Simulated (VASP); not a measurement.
# GaN (P6_3/mmc) in VASP: further runs, part 2 of 2

VASP 6.6.1.

### Step 3. G0W0 quasiparticle levels, LDA

POSCAR reads:

```
GaN
1.0
    2.9672035363      0.0000000000      0.0000000000
   -1.4836017681      2.5696736406      0.0000000000
    0.0000000000      0.0000000000      5.0329255193
Ga N
2 2
Direct
    0.0000000000      0.0000000000      0.0000000000
    0.0000000000      0.0000000000      0.5000000000
    0.3333333333      0.6666666667      0.2500000000
    0.6666666667      0.3333333333      0.7500000000
```

INCAR.step1 reads:

```
PREC     = Accurate       # precision mode
ENCUT    = 500            # plane-wave cutoff, eV
EDIFF    = 1E-8           # SCF threshold, eV
ISMEAR   = 0              # smearing method
SIGMA    = 0.01           # smearing width, eV
LREAL    = F              # projectors in reciprocal space
LASPH    = T              # aspherical terms in the spheres
NELM     = 80             # most SCF steps
ALGO     = Normal         # electronic algorithm
LWAVE    = T              # write WAVECAR
LCHARG   = F              # write CHGCAR
GGA      = CA             # functional
```

INCAR.step2 reads:

```
PREC     = Accurate       # precision mode
ENCUT    = 500            # plane-wave cutoff, eV
EDIFF    = 1E-8           # SCF threshold, eV
ISMEAR   = 0              # smearing method
SIGMA    = 0.01           # smearing width, eV
LREAL    = F              # projectors in reciprocal space
LASPH    = T              # aspherical terms in the spheres
NELM     = 1              # most SCF steps
ALGO     = Exact          # electronic algorithm
LWAVE    = T              # write WAVECAR
LCHARG   = F              # write CHGCAR
GGA      = CA             # functional
NBANDS   = 162            # bands
LOPTICS  = T              # frequency-dependent dielectric function
ISTART   = 1
```

INCAR.step3 reads:

```
PREC     = Accurate       # precision mode
ENCUT    = 500            # plane-wave cutoff, eV
EDIFF    = 1E-8           # SCF threshold, eV
ISMEAR   = 0              # smearing method
SIGMA    = 0.01           # smearing width, eV
LREAL    = F              # projectors in reciprocal space
LASPH    = T              # aspherical terms in the spheres
ALGO     = EVGW0          # electronic algorithm
LWAVE    = F              # write WAVECAR
LCHARG   = F              # write CHGCAR
GGA      = CA             # functional
NELMGW   = 1            
NBANDS   = 162            # bands
ENCUTGW  = 140.0          # cutoff of the response function
NOMEGA   = 96             # frequency points
PRECFOCK = Fast         
ISTART   = 1            
NBANDSGW = 26           
OMEGAMAX = 20
```

KPOINTS reads:

```
regular mesh
0
Gamma
  6 6 4
```

Potentials or basis: VASP PAW LDA potentials, release 64 (Ga_d_GW, N_GW).

Run with:

```
$ cat potpaw_LDA.64/Ga_d_GW/POTCAR potpaw_LDA.64/N_GW/POTCAR > POTCAR
$ cp INCAR.step1 INCAR
$ mpirun -np 1 vasp_std > vasp.out
$ cp INCAR.step2 INCAR
$ mpirun -np 1 vasp_std > vasp.out
$ cp INCAR.step3 INCAR
$ mpirun -np 1 vasp_std > vasp.out
```

OUTCAR:

```text
PREC = Accurate
   ENCUT = 500
   EDIFF = 1E-8
   ISMEAR = 0
   LREAL = F
   LASPH = T
   GGA = CA
   NELMGW = 1
   ENCUTGW = 140.0
   PRECFOCK = Fast
   ISTART = 1

 ion  position               nearest neighbor table
   1  0.000  0.000  0.000-   3 2.13   4 2.13   3 2.13   4 2.13   4 2.13   3 2.13   2 2.52   2 2.52

   2  0.000  0.000  0.500-   3 2.13   4 2.13   3 2.13   4 2.13   4 2.13   3 2.13   1 2.52   1 2.52

   3  0.333  0.667  0.250-   1 2.13   2 2.13   1 2.13   2 2.13   1 2.13   2 2.13
   4  0.667  0.333  0.750-   1 2.13   2 2.13   1 2.13   2 2.13   1 2.13   2 2.13

  LATTYP: Found a hexagonal cell.
 ALAT       =     2.9672035363
 C/A-ratio  =     1.6961847941

  Lattice vectors:

 A1 = (   2.9672035363,   0.0000000000,   0.0000000000)
 A2 = (  -1.4836017681,   2.5696736406,   0.0000000000)
 A3 = (   0.0000000000,   0.0000000000,   5.0329255193)

Analysis of symmetry for initial positions (statically):
=====================================================================
 Subroutine PRICEL returns:
 Original cell was already a primitive cell.

 Routine SETGRP: Setting up the symmetry group for a
 hexagonal supercell.

 Subroutine GETGRP returns: Found 24 space group operations
 (whereof 12 operations were pure point group operations)
 out of a pool of 24 trial point group operations.

The static configuration has the point symmetry D_3d.
 The point group associated with its full space group is D_6h.

Analysis of symmetry for dynamics (positions and initial velocities):
=====================================================================
 Subroutine PRICEL returns:
 Original cell was already a primitive cell.

 Routine SETGRP: Setting up the symmetry group for a
 hexagonal supercell.

 Subroutine GETGRP returns: Found 24 space group operations
 (whereof 12 operations were pure point group operations)
 out of a pool of 24 trial point group operations.

The dynamic configuration has the point symmetry D_3d.
 The point group associated with its full space group is D_6h.

 Subroutine INISYM returns: Found 24 space group operations
 (whereof 12 operations are pure point group operations),
 and found     1 'primitive' translations

----------------------------------------------------------------------------------------

                                     Primitive cell

  volume of cell :      38.3748

  direct lattice vectors                    reciprocal lattice vectors
     2.967203536  0.000000000  0.000000000     0.337017663  0.194577238  0.000000000
    -1.483601768  2.569673641  0.000000000     0.000000000  0.389154476  0.000000000
     0.000000000  0.000000000  5.032925519     0.000000000  0.000000000  0.198691595

  length of vectors
     2.967203536  2.967203536  5.032925519     0.389154476  0.389154476  0.198691595

  position of ions in fractional coordinates (direct lattice)
     0.000000000  0.000000000  0.000000000
     0.000000000  0.000000000  0.500000000
     0.333333333  0.666666667  0.250000000
     0.666666667  0.333333333  0.750000000

  ion indices of the primitive-cell ions
   primitive index   ion index
                 1           1
                 2           2
                 3           3
                 4           4

----------------------------------------------------------------------------------------

 KPOINTS: regular mesh

Automatic generation of k-mesh.
 Grid dimensions read from file:
 generate k-points for:    6    6    4

 Generating k-lattice:

  Cartesian coordinates                     Fractional coordinates (reciprocal lattice)
     0.056169610  0.032429540  0.000000000     0.166666667 -0.000000000  0.000000000
     0.000000000  0.064859079  0.000000000     0.000000000  0.166666667  0.000000000
     0.000000000  0.000000000  0.049672899     0.000000000  0.000000000  0.250000000

  Length of vectors
     0.064859079  0.064859079  0.049672899

  Shift w.r.t. Gamma in fractional coordinates (k-lattice)
     0.000000000  0.000000000  0.000000000

 Subroutine IBZKPT returns following result:
 ===========================================

 Found     21 irreducible k-points:

 Following reciprocal coordinates:
            Coordinates               Weight
  0.000000  0.000000  0.000000      1.000000
  0.166667  0.000000  0.000000      6.000000
  0.333333 -0.000000  0.000000      6.000000
  0.500000  0.000000  0.000000      3.000000
  0.166667  0.166667  0.000000      6.000000
  0.333333  0.166667  0.000000     12.000000
[... 13 lines left out ...]
  0.333333  0.166667  0.500000     12.000000
  0.333333  0.333333  0.500000      2.000000
   k-points           NKPTS =     21   k-points in BZ     NKDIM =    144   number of bands    NBANDS=    162
   number of dos      NEDOS =    301   number of ions     NIONS =      4
   total plane-waves  NPLWV =  23040
   dimension x,y,z NGX =    24 NGY =   24 NGZ =   40
   dimension x,y,z NGXF=    48 NGYF=   48 NGZF=   80
   ions per type =               2   2
   NGX,Y,Z   is equivalent  to a cutoff of  13.45, 13.45, 13.21 a.u.
   NGXF,Y,Z  is equivalent  to a cutoff of  26.89, 26.89, 26.43 a.u.
 SYSTEM =  unknown system
   PREC   = accura    normal or accurate (medium, high low for compatibility)
   ISTART =      1    job   : 0-new  1-cont  2-samecut
   ICHARG =      0    charge: 1-file 2-atom 10-const
   ISPIN  =      1    spin polarized calculation?
   LNONCOLLINEAR =      F non collinear calculations
   LSORBIT =      F    spin-orbit coupling
   LASPH  =      T    aspherical Exc in radial PAW
   ENCUT  =  500.0 eV  36.75 Ry    6.06 a.u.   5.41  5.41  9.18*2*pi/ulx,y,z
   NELM   =     60;   NELMIN=  2; NELMDL=  0     # of ELM steps
   EDIFF  = 0.1E-07   stopping-criterion for ELM
   LREAL  =      F    real-space projection
   EDIFFG = 0.1E-06   stopping-criterion for IOM
   NSW    =      0    number of steps for IOM
   IBRION =     -1    ionic relax: 0-MD 1-quasi-New 2-CG
   NFREE  =      0    steps in history (QN), initial steepest desc. (CG)
   ISIF   =      0    stress and relaxation
   ISYM   =      3    0-nonsym 1-usesym 2-fastsym
   POTIM  = 0.5000    time-step for ionic-motion
   TEBEG  =    0.0;   TEEND  =   0.0 temperature during run
   PSTRESS=    0.0 pullay stress
   NELECT =      36.0000    total number of electrons
   NUPDOWN=      -1.0000    fix difference up-down
   EMIN   =  10.00;   EMAX   =-10.00  energy-range for DOS
   EFERMI =   0.00;   METHOD = LEGACY
   ISMEAR =     0;   SIGMA  =   0.01  broadening in eV -4-tet -1-fermi 0-gaus
   EFERMI_NEDOS =   21; number of points for ismear=-14 and -15
   IALGO  =     38    algorithm
   IMIX   =      4    mixing-type and parameters
     AMIX     =   0.40;   BMIX     =  1.00
     AMIX_MAG =   1.60;   BMIX_MAG =  1.00
  volume/ion in A,a.u.               =       9.59        64.74
  Fermi-wavevector in a.u.,A,eV,Ry     =   1.602607  3.028488 34.944516  2.568349
  Thomas-Fermi vector in A             =   2.699401
   LORBIT       =      0    0 simple, 1 ext, 2 COOP (PROOUT), +10 PAW based schemes
   GGA     = CA    functional components
   LHFCALC =     T    Hartree Fock is set to
   PRECFOCK=fast      Normal, Fast or Accurate (Low or Medium for compatibility)
   ENCUT4O =  -1.0   cutoff for four orbital integrals eV
   NKREDX  =     1    reduce k-point grid by
   NKREDY  =     1    reduce k-point grid by
   NKREDZ  =     1    reduce k-point grid by
   AEXX    =    1.0000 exact exchange contribution
   HFSCREEN=    0.0000 screening length (either q_TF or 0.3 A-1)
   HFSCREENC=   0.0000 screening length for correlation (either q_TF or 0.3 A-1)
   ENCUTFOCK=  -1.0 apply spherical cutoff to Coloumb kernel
   IVDW    =     0    specifies the selected vdW correction
   LEPSILON=     F    determine dielectric tensor
   LRPA    =     F    only Hartree local field effects (RPA)
   LRPAFORCE           =     F    calculate RPA forces
   ENCUTGW             = 140.0    cutoff for response function in eV
   ENCUTGWSOFT         = 112.0    soft cutoff for Coulomb kernel in GW response function in eV
   ENCUTLF             =  -1.0    cutoff for local field effects
   NELMGW              =     1    number of iterations in solving QP/BSE equation
   NELMHF              =     1    number of iterations in the inner HF iteration
   NKREDLFX            =     1    NKREDLFY  =   1   NKREDLFZ  =   1
 non-spin polarized calculation
 Gauss-broadening in eV      SIGMA  =   0.01
  energy-cutoff  :      500.00
  volume of cell :       38.37
 maximum number of plane-waves:      1002
 NGX is ok and might be reduce to    24
  NGX = 14; NGY = 14; NGZ = 24
   NGX = 11   NGY = 11   NGZ = 19
 maximum number of plane-waves:       150
 NGX is ok and might be reduce to    14

 QP shifts <psi_nk| G(iteration)W_0 |psi_nk>: iteration 1
 for sc-GW calculations column KS-energies equals QP-energies in previous step
 and V_xc(KS)=  KS-energies - (<T + V_ion + V_H > + <T+V_H+V_ion>^1  + <V_x>^1)

 k-point   1 :       0.0000    0.0000    0.0000
  band No.  KS-energies  QP-energies   sigma(KS)   V_xc(KS)     V^pw_x(r,r')   Z            occupation Imag(sigma)

      1      -9.8705     -10.4431     -15.4462     -14.5799     -24.2063       0.6609       2.0000       1.2452
      2      -7.4691     -10.0260     -24.9830     -21.4419     -34.4508       0.7221       2.0000       0.1284
      3      -7.2107      -9.8192     -25.3255     -21.7105     -35.0245       0.7216       2.0000       0.1865
      4      -7.2107      -9.8192     -25.3255     -21.7105     -35.0245       0.7216       2.0000       0.1865
      5      -7.0460      -9.6979     -25.4831     -21.8365     -34.9892       0.7272       2.0000       0.1147
      6      -7.0460      -9.6979     -25.4831     -21.8365     -34.9892       0.7272       2.0000       0.1147
[... 18 lines left out ...]
     25      20.6819      21.7259     -11.5458     -12.9004      -4.8481       0.7707       0.0000      -0.3384
     26      20.6819      21.7259     -11.5458     -12.9004      -4.8481       0.7707       0.0000      -0.3384
[... 574 lines left out ...]
      1      -8.0596      -9.9481     -22.3434     -19.6167     -31.8006       0.6926       2.0000       0.4644
      2      -8.0596      -9.9481     -22.3434     -19.6167     -31.8006       0.6926       2.0000       0.4644
      3      -7.1634      -9.7665     -25.2796     -21.6818     -34.9252       0.7235       2.0000       0.1807
      4      -7.1634      -9.7665     -25.2796     -21.6818     -34.9252       0.7235       2.0000       0.1807
      5      -7.0248      -9.6399     -25.4200     -21.8261     -34.8981       0.7276       2.0000       0.1273
      6      -7.0248      -9.6399     -25.4200     -21.8261     -34.8981       0.7276       2.0000       0.1273
[... 18 lines left out ...]
     25      18.4453      19.4940     -14.0070     -15.4167      -7.6145       0.7439       0.0000      -0.2057
     26      18.4453      19.4940     -14.0070     -15.4167      -7.6145       0.7439       0.0000      -0.2057
```

Wall time 27 min (1 thread of AMD EPYC 9R45 (Zen 5), shared host); peak memory 0.78 GiB.

Results:

| Quantity | Value |
| --- | --- |
| Quasiparticle gap | 2.22 eV |
| Least direct quasiparticle gap | 2.77 eV |
| Band gap of the starting levels on the mesh | 1.09 eV |
| Least direct gap of the starting levels on the mesh | 1.83 eV |

Caveat: the k points lie up to 0.41 Å⁻¹ apart; bands, screening cutoff and mesh are small and nothing is extrapolated, so the quasiparticle values aren't converged.
